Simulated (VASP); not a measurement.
# AlNi (P4/mmm) in VASP: notebook

AlNi is run at these levels: LDA; tasks: single point.

Program: VASP 6.6.1. These are calculated values, not measurements. Logs are shortened: lines on timing, memory, paths and dates and some standing lists are left out, and cuts for length are marked.

## Step 1: The cell of the first run

Symmetry: P4/mmm, No. 123, tetragonal system. The conventional cell has a = 2.829 Å, b = 2.829 Å, c = 2.840 Å, α = 90.00°, β = 90.00°, γ = 90.00°. Al (site symmetry 4/mmm) has 8 Ni at 2.45 Å and 6 Al at 2.83 to 2.84 Å within 3.2 Å. Ni (site symmetry 4/mmm) has 8 Al at 2.45 Å and 6 Ni at 2.83 to 2.84 Å within 3.2 Å.

## Step 2: Single point, LDA

Contents of INCAR:

```
SYSTEM = AlNi
ALGO = Fast ; EDIFF = 1E-6
ENCUT = 520 ; ISIF = 2
ISMEAR = 0 ; LASPH = .True.
LCHARG = .False. ; LREAL = .False.
LWAVE = .False. ; NBANDS = 14
NELM = 100 ; PREC = Accurate
SIGMA = 0.1
```

Contents of KPOINTS:

```
k-points
0
Gamma
  16 16 14
  0 0 0
```

Contents of POSCAR:

```
AlNi
1.0
    2.0002936820     -2.0003215682      0.0000000000
    2.0002936820      2.0003215682      0.0000000000
    0.0000000000      0.0000000000      2.8396417507
Al Ni
1 1
Direct
    0.0000000000      0.0000000000      0.0000000000
    0.5000000000      0.5000000000      0.5000000000
```

Potentials or basis: VASP PAW LDA potentials, release 64 (Al, Ni).

Launch:

```sh
> cat potpaw_LDA.64/Al/POTCAR potpaw_LDA.64/Ni/POTCAR > POTCAR
> mpirun -np 1 vasp_std > vasp.out
```

OUTCAR:

```text
SYSTEM = AlNi
   EDIFF = 1E-6
   ENCUT = 520
   ISIF = 2
   ISMEAR = 0
   LASPH = .True.
   LREAL = .False.
   NELM = 100
   PREC = Accurate

 ion  position               nearest neighbor table
   1  0.000  0.000  0.000-   2 2.45   2 2.45   2 2.45   2 2.45   2 2.45   2 2.45   2 2.45   2 2.45

   2  0.500  0.500  0.500-   1 2.45   1 2.45   1 2.45   1 2.45   1 2.45   1 2.45   1 2.45   1 2.45

  LATTYP: Found a base centered orthorhombic cell.
 ALAT       =     4.0005873640
 B/A-ratio  =     1.0000139411
 C/A-ratio  =     0.7098062090

  Lattice vectors:

 A1 = (   2.0002936820,  -2.0003215682,   0.0000000000)
 A2 = (   2.0002936820,   2.0003215682,   0.0000000000)
 A3 = (   0.0000000000,   0.0000000000,   2.8396417507)

Analysis of symmetry for initial positions (statically):
=====================================================================
 Subroutine PRICEL returns:
 Original cell was already a primitive cell.

 Routine SETGRP: Setting up the symmetry group for a
 base centered orthorhombic supercell.

 Subroutine GETGRP returns: Found  8 space group operations
 (whereof  8 operations were pure point group operations)
 out of a pool of  8 trial point group operations.

The static configuration has the point symmetry D_2h.

Analysis of symmetry for dynamics (positions and initial velocities):
=====================================================================
 Subroutine PRICEL returns:
 Original cell was already a primitive cell.

 Routine SETGRP: Setting up the symmetry group for a
 base centered orthorhombic supercell.

 Subroutine GETGRP returns: Found  8 space group operations
 (whereof  8 operations were pure point group operations)
 out of a pool of  8 trial point group operations.

The dynamic configuration has the point symmetry D_2h.

 Subroutine INISYM returns: Found  8 space group operations
 (whereof  8 operations are pure point group operations),
 and found     1 'primitive' translations

----------------------------------------------------------------------------------------

                                     Primitive cell

  volume of cell :      22.7241

  direct lattice vectors                    reciprocal lattice vectors
     2.000293682 -2.000321568  0.000000000     0.249963295 -0.249959810  0.000000000
     2.000293682  2.000321568  0.000000000     0.249963295  0.249959810  0.000000000
     0.000000000  0.000000000  2.839641751     0.000000000  0.000000000  0.352157099

  length of vectors
     2.828862172  2.828862172  2.839641751     0.353499018  0.353499018  0.352157099

  position of ions in fractional coordinates (direct lattice)
     0.000000000  0.000000000  0.000000000
     0.500000000  0.500000000  0.500000000

  ion indices of the primitive-cell ions
   primitive index   ion index
                 1           1
                 2           2

----------------------------------------------------------------------------------------

 KPOINTS: k-points

Automatic generation of k-mesh.
 Grid dimensions read from file:
 generate k-points for:   16   16   14

 Generating k-lattice:

  Cartesian coordinates                     Fractional coordinates (reciprocal lattice)
     0.015622706 -0.015622488  0.000000000     0.062500000  0.000000000  0.000000000
     0.015622706  0.015622488  0.000000000     0.000000000  0.062500000  0.000000000
     0.000000000  0.000000000  0.025154078     0.000000000  0.000000000  0.071428571

  Length of vectors
     0.022093689  0.022093689  0.025154078

  Shift w.r.t. Gamma in fractional coordinates (k-lattice)
     0.000000000  0.000000000  0.000000000

 Subroutine IBZKPT returns following result:
 ===========================================

 Found    584 irreducible k-points:

 Following reciprocal coordinates:
            Coordinates               Weight
  0.000000  0.000000  0.000000      1.000000
  0.062500  0.000000  0.000000      4.000000
  0.125000  0.000000  0.000000      4.000000
  0.187500  0.000000  0.000000      4.000000
  0.250000  0.000000  0.000000      4.000000
  0.312500  0.000000  0.000000      4.000000
[... 16 lines left out ...]
 -0.125000  0.062500  0.000000      4.000000
 -0.062500  0.062500  0.000000      2.000000
 [... further k-points ...]
   k-points           NKPTS =    584   k-points in BZ     NKDIM =    584   number of bands    NBANDS=     14
   number of dos      NEDOS =    301   number of ions     NIONS =      2
   total plane-waves  NPLWV =  13824
   dimension x,y,z NGX =    24 NGY =   24 NGZ =   24
   dimension x,y,z NGXF=    48 NGYF=   48 NGZF=   48
   ions per type =               1   1
   NGX,Y,Z   is equivalent  to a cutoff of  14.10, 14.10, 14.05 a.u.
   NGXF,Y,Z  is equivalent  to a cutoff of  28.21, 28.21, 28.10 a.u.
 SYSTEM =  AlNi
   PREC   = accura    normal or accurate (medium, high low for compatibility)
   ISTART =      0    job   : 0-new  1-cont  2-samecut
   ICHARG =      2    charge: 1-file 2-atom 10-const
   ISPIN  =      1    spin polarized calculation?
   LNONCOLLINEAR =      F non collinear calculations
   LSORBIT =      F    spin-orbit coupling
   LASPH  =      T    aspherical Exc in radial PAW
   ENCUT  =  520.0 eV  38.22 Ry    6.18 a.u.   5.26  5.26  5.28*2*pi/ulx,y,z
   NELM   =    100;   NELMIN=  2; NELMDL= -5     # of ELM steps
   EDIFF  = 0.1E-05   stopping-criterion for ELM
   LREAL  =      F    real-space projection
   EDIFFG = 0.1E-04   stopping-criterion for IOM
   NSW    =      0    number of steps for IOM
   IBRION =     -1    ionic relax: 0-MD 1-quasi-New 2-CG
   NFREE  =      0    steps in history (QN), initial steepest desc. (CG)
   ISIF   =      2    stress and relaxation
   ISYM   =      2    0-nonsym 1-usesym 2-fastsym
   POTIM  = 0.5000    time-step for ionic-motion
   TEBEG  =    0.0;   TEEND  =   0.0 temperature during run
   PSTRESS=    0.0 pullay stress
   NELECT =      13.0000    total number of electrons
   NUPDOWN=      -1.0000    fix difference up-down
   EMIN   =  10.00;   EMAX   =-10.00  energy-range for DOS
   EFERMI =   0.00;   METHOD = LEGACY
   ISMEAR =     0;   SIGMA  =   0.10  broadening in eV -4-tet -1-fermi 0-gaus
   EFERMI_NEDOS =   21; number of points for ismear=-14 and -15
   IALGO  =     68    algorithm
   IMIX   =      4    mixing-type and parameters
     AMIX     =   0.40;   BMIX     =  1.00
     AMIX_MAG =   1.60;   BMIX_MAG =  1.00
  volume/ion in A,a.u.               =      11.36        76.67
  Fermi-wavevector in a.u.,A,eV,Ry     =   1.359023  2.568182 25.129203  1.846944
  Thomas-Fermi vector in A             =   2.485807
   LORBIT       =      0    0 simple, 1 ext, 2 COOP (PROOUT), +10 PAW based schemes
   GGA     = CA    functional components
   LHFCALC =     F    Hartree Fock is set to
   AEXX    =    0.0000 exact exchange contribution
   IVDW    =     0    specifies the selected vdW correction
   LEPSILON=     F    determine dielectric tensor
   LRPA    =     F    only Hartree local field effects (RPA)
 non-spin polarized calculation
 RMM-DIIS sequential band-by-band and
 Gauss-broadening in eV      SIGMA  =   0.10
  energy-cutoff  :      520.00
  volume of cell :       22.72
 maximum number of plane-waves:       627
 NGX is ok and might be reduce to    24
   NGX = 11   NGY = 11   NGZ = 11

 number of electron      12.9999994 magnetization

 Free energy of the ion-electron system (eV)
  ---------------------------------------------------
  ext. energy  EPLUGINS =         0.00000000
  ---------------------------------------------------
  free energy    TOTEN  =       -12.19886495 eV

  energy without entropy =      -12.19547902  energy(sigma->0) =      -12.19717198

 E-fermi :  10.4305     XC(G=0): -12.5504

 val. band max:       10.4143881242   @ k =  -0.2500   0.0625   0.3571
 cond. band min:      10.4447901402   @ k =  -0.4375   0.3125   0.5000
 fundamental gap:      0.0304020160
 Fermi energy:        10.4304586350

 k-point     1 :       0.0000    0.0000    0.0000
  band No.  band energies     occupation
      1      -1.0200      2.00000
      2       6.9433      2.00000
      3       6.9441      2.00000
      4       8.7660      2.00000
      5       8.7661      2.00000
      6       8.7758      2.00000
      7      16.0340      0.00000
      8      16.1741      0.00000
      9      16.1742      0.00000
     10      18.8120      0.00000
     11      18.8425      0.00000
     12      24.9358      0.00000
     13      31.8106      0.00000
     14      31.8590      0.00000

 k-point     2 :       0.0625    0.0000    0.0000
  band No.  band energies     occupation
      1      -0.9452      2.00000
      2       6.9410      2.00000
      3       6.9617      2.00000
      4       8.7317      2.00000
      5       8.7421      2.00000
      6       8.7698      2.00000
      7      15.3625      0.00000
      8      16.1333      0.00000
      9      16.2728      0.00000
     10      18.8205      0.00000
     11      19.5750      0.00000
     12      25.1893      0.00000
     13      30.9473      0.00000
     14      31.0473      0.00000

 k-point     3 :       0.1250    0.0000    0.0000
  band No.  band energies     occupation
      1      -0.7219      2.00000
      2       6.9184      2.00000
      3       7.0141      2.00000
      4       8.6368      2.00000
      5       8.6490      2.00000
      6       8.7803      2.00000
      7      13.9449      0.00000
      8      16.4234      0.00000
      9      16.5610      0.00000
     10      18.8245      0.00000
     11      20.7463      0.00000
     12      25.9880      0.00000
     13      29.4324      0.00000
     14      29.5402      0.00000
[... 324 lines left out ...]
 k-point    23 :      -0.1250    0.0625    0.0000
  band No.  band energies     occupation
      1      -0.6479      2.00000
      2       6.9360      2.00000
      3       7.0168      2.00000
      4       8.6094      2.00000
      5       8.6391      2.00000
      6       8.7489      2.00000
      7      14.0016      0.00000
      8      15.7587      0.00000
      9      16.5209      0.00000
     10      19.3318      0.00000
     11      21.0745      0.00000
     12      26.1712      0.00000
     13      28.6202      0.00000
     14      29.4703      0.00000

 k-point    24 :      -0.0625    0.0625    0.0000
  band No.  band energies     occupation
      1      -0.8707      2.00000
      2       6.9505      2.00000
      3       6.9687      2.00000
      4       8.7068      2.00000
      5       8.7272      2.00000
      6       8.7440      2.00000
      7      15.2867      0.00000
      8      15.6322      0.00000
      9      16.2321      0.00000
     10      19.1892      0.00000
     11      19.9677      0.00000
     12      25.4244      0.00000
     13      30.1404      0.00000
     14      30.9312      0.00000

 [... further k-points ...]
[... 5 lines left out ...]
  --------------------------------------------------------------------------------------
  -------------------------------------------------------------------------------------
  Total        0.0429853      0.0424513      0.0436915      0.0000000      0.0000000      0.0000000
  in kB        3.0307055      2.9930518      3.0804937      0.0000000      0.0000000      0.0000000
  external PRESSURE =       3.0347503 kB  Pullay stress =       0.0000000 kB

 VOLUME and BASIS-vectors are now :
 -----------------------------------------------------------------------------
  energy-cutoff  :      520.00
  volume of cell :       22.72
      direct lattice vectors                 reciprocal lattice vectors
     2.000293682 -2.000321568  0.000000000     0.249963295 -0.249959810  0.000000000
     2.000293682  2.000321568  0.000000000     0.249963295  0.249959810  0.000000000
     0.000000000  0.000000000  2.839641751     0.000000000  0.000000000  0.352157099

 POSITION                                       TOTAL-FORCE (eV/Angst)
 -----------------------------------------------------------------------------------
      0.00000      0.00000      0.00000        -0.000000      0.000000      0.000000
      2.00029      0.00000      1.41982         0.000000     -0.000000      0.000000
 -----------------------------------------------------------------------------------
    total drift:                                0.000000     -0.000000     -0.000000

  FREE ENERGIE OF THE ION-ELECTRON SYSTEM (eV)
  ---------------------------------------------------
  free  energy   TOTEN  =       -12.1988649457 eV

  energy  without entropy=      -12.1954790182  energy(sigma->0) =      -12.19717198
```

Run time: 58 s. Hardware: 1 thread of Intel Xeon 6975P-C (Granite Rapids), shared host; peak memory 0.28 GiB.

Results:

```yaml
Free_energy: -12.1989 eV
Pressure: 0.3 GPa
```

## Step 3: Single point, LDA

Contents of INCAR:

```
  PREC = Accurate
  ENCUT = 520
  EDIFF = 1E-7
  ISMEAR = -1
  SIGMA = 0.15
  LREAL = False
  LASPH = True
  NELM = 60
  ALGO = Normal
  ISIF = 2
  LWAVE = False
  LCHARG = False
  NBANDS = 14
```

Contents of KPOINTS:

```
regular mesh
0
Gamma
  16 16 14
```

Contents of POSCAR:

```
AlNi
1.0
    2.0028655982     -2.0028644324      0.0000000000
    2.0028655982      2.0028644324      0.0000000000
    0.0000000000      0.0000000000      2.8351334304
Al Ni
1 1
Direct
    0.0000000000      0.0000000000      0.0000000000
    0.5000000000      0.5000000000      0.5000000000
```

Potentials or basis: VASP PAW LDA potentials, release 64 (Al, Ni).

Launch:

```sh
> cat potpaw_LDA.64/Al/POTCAR potpaw_LDA.64/Ni/POTCAR > POTCAR
> mpirun -np 1 vasp_std > vasp.out
```

It took 43 s on 1 thread of Intel Xeon 6975P-C (Granite Rapids), shared host; peak memory 0.22 GiB.

The run converged. Its results:

* Free energy: -12.2257 eV
* Pressure: 0.3 GPa

Levels at points of the mesh, in eV from the Fermi level:
| k point | band 3 | band 4 | band 5 | band 6 | band 7 | band 8 | band 9 | band 10 | band 11 | band 12 |
| --- | --- | --- | --- | --- | --- | --- | --- | --- | --- | --- |
| (0.00, 0.00, 0.00) | -3.52 | -1.70 | -1.70 | -1.70 | 5.64 | 5.67 | 5.67 | 8.36 | 8.37 | 14.46 |
| (0.50, 0.00, 0.00) | -3.02 | -2.46 | -2.45 | -1.61 | -0.72 | 8.40 | 10.19 | 10.22 | 11.29 | 11.32 |
| (0.50, 0.50, 0.00) | -2.98 | -2.98 | -2.28 | -2.28 | -1.14 | 1.53 | 2.70 | 12.66 | 15.51 | 15.51 |
| (0.00, 0.00, 0.50) | -3.02 | -2.45 | -2.45 | -1.60 | -0.73 | 8.40 | 10.22 | 10.22 | 11.31 | 11.31 |
| (0.50, 0.00, 0.50) | -2.99 | -2.99 | -2.28 | -2.28 | -1.14 | 1.52 | 2.69 | 12.68 | 15.52 | 15.53 |
| (0.50, 0.50, 0.50) | -4.38 | -1.11 | -1.10 | 1.97 | 1.97 | 1.97 | 4.03 | 4.68 | 4.68 | 4.70 |

Spin polarisation is off, so any magnetic state and its effect on volume and gap are missing.

## Step 4: Single point, LDA (volume scaled by 0.98, then relaxed in part)

Contents of INCAR:

```
PREC = Accurate
ENCUT = 520
EDIFF = 1E-6
ISMEAR = -1
SIGMA = 0.15
LREAL = F
LASPH = T
NELM = 60
ALGO = Normal
ISIF = 2
LWAVE = F
LCHARG = F
GGA = CA
NBANDS = 14
```

KPOINTS is that of step 3.

Contents of POSCAR:

```
AlNi
1.0
    1.9894225615     -1.9894225615      0.0000000000
    1.9894225615      1.9894225615      0.0000000000
    0.0000000000      0.0000000000      2.8161051191
Al Ni
1 1
Direct
    0.0000000000      0.0000000000      0.0000000000
    0.5000000000      0.5000000000      0.5000000000
```

Potentials or basis: VASP PAW LDA potentials, release 64 (Al, Ni).

Launch:

```sh
> cat potpaw_LDA.64/Al/POTCAR potpaw_LDA.64/Ni/POTCAR > POTCAR
> mpirun -np 1 vasp_std > vasp.out
```

OUTCAR:

```text
PREC = Accurate
   ENCUT = 520
   EDIFF = 1E-6
   ISMEAR = -1
   LREAL = F
   LASPH = T
   NELM = 60
   ISIF = 2
   GGA = CA

 ion  position               nearest neighbor table
   1  0.000  0.000  0.000-   2 2.44   2 2.44   2 2.44   2 2.44   2 2.44   2 2.44   2 2.44   2 2.44

   2  0.500  0.500  0.500-   1 2.44   1 2.44   1 2.44   1 2.44   1 2.44   1 2.44   1 2.44   1 2.44

  LATTYP: Found a simple tetragonal cell.
 ALAT       =     2.8134683678
 C/A-ratio  =     1.0009371889

  Lattice vectors:

[... 586 lines left out ...]
      9      18.9310      0.00000
     10      21.4880      0.00000
     11      22.3458      0.00000
     12      22.4764      0.00000
     13      26.8546      0.00000
     14      27.4832      0.00000

 [... further k-points ...]
[... 5 lines left out ...]
  --------------------------------------------------------------------------------------
  -------------------------------------------------------------------------------------
  Total        0.5998241      0.5998241      0.6003946      0.0000000     -0.0000000      0.0000000
  in kB       43.1123352     43.1123352     43.1533410      0.0000000     -0.0000000      0.0000000
  external PRESSURE =      43.1260038 kB  Pullay stress =       0.0000000 kB

 VOLUME and BASIS-vectors are now :
 -----------------------------------------------------------------------------
  energy-cutoff  :      520.00
  volume of cell :       22.29
      direct lattice vectors                 reciprocal lattice vectors
     1.989422562 -1.989422562  0.000000000     0.251329210 -0.251329210  0.000000000
     1.989422562  1.989422562  0.000000000     0.251329210  0.251329210  0.000000000
     0.000000000  0.000000000  2.816105119     0.000000000  0.000000000  0.355100381

 POSITION                                       TOTAL-FORCE (eV/Angst)
 -----------------------------------------------------------------------------------
      0.00000      0.00000      0.00000         0.000000      0.000000      0.000000
      1.98942      0.00000      1.40805         0.000000      0.000000      0.000000
 -----------------------------------------------------------------------------------
    total drift:                                0.000000     -0.000000     -0.000000

  FREE ENERGIE OF THE ION-ELECTRON SYSTEM (eV)
  ---------------------------------------------------
  free  energy   TOTEN  =       -12.2192396640 eV

  energy  without entropy=      -12.1612418302  energy(sigma->0) =      -12.19024075
```

OSZICAR:

```text
N       E                     dE             d eps       ncg     rms          rms(c)
DAV:   1     0.399815358696E+02    0.39982E+02   -0.54793E+03 10328   0.100E+03
DAV:   2    -0.119155965722E+02   -0.51897E+02   -0.47020E+02 10764   0.185E+02
DAV:   3    -0.136887430089E+02   -0.17731E+01   -0.17570E+01 12708   0.377E+01
DAV:   4    -0.137098973586E+02   -0.21154E-01   -0.21148E-01 11898   0.374E+00
DAV:   5    -0.137104184070E+02   -0.52105E-03   -0.52104E-03 12982   0.639E-01    0.124E+01
DAV:   6    -0.152088393331E+02   -0.14984E+01   -0.41291E+01 11838   0.945E+01    0.144E+01
DAV:   7    -0.122520414430E+02    0.29568E+01   -0.12676E+01 12072   0.564E+01    0.101E+00
DAV:   8    -0.122355823406E+02    0.16459E-01   -0.21131E-01 12642   0.481E+00    0.103E+00
DAV:   9    -0.122195084286E+02    0.16074E-01   -0.42088E-02 13086   0.275E+00    0.173E-01
DAV:  10    -0.122192385956E+02    0.26983E-03   -0.91813E-04 12968   0.413E-01    0.837E-02
DAV:  11    -0.122192405285E+02   -0.19329E-05   -0.31359E-05 13054   0.477E-02    0.148E-02
DAV:  12    -0.122192396640E+02    0.86448E-06   -0.33336E-06 10642   0.265E-02
   1 F= -.12219240E+02 E0= -.12190241E+02  d E =-.579978E-01
```

stdout:

```text
POSCAR found type information on POSCAR AlNi
 POSCAR found :  2 types and       2 ions
 scaLAPACK will be used
 LDA part: xc-table for (Slater(with rela. corr.)+CA(PZ))
 , standard interpolation
 POSCAR, INCAR and KPOINTS ok, starting setup
 FFT: planning ... GRIDC
 FFT: planning ... GRID_SOFT
 FFT: planning ... GRID
 WAVECAR not read
 entering main loop
```

It took 2.6 min on 1 thread of AMD EPYC 7R13, shared host; peak memory 0.2 GiB.

What came out:

```yaml
Free_energy: -12.2192 eV
Pressure: 4.3 GPa
```

[end of part 1 of 2]
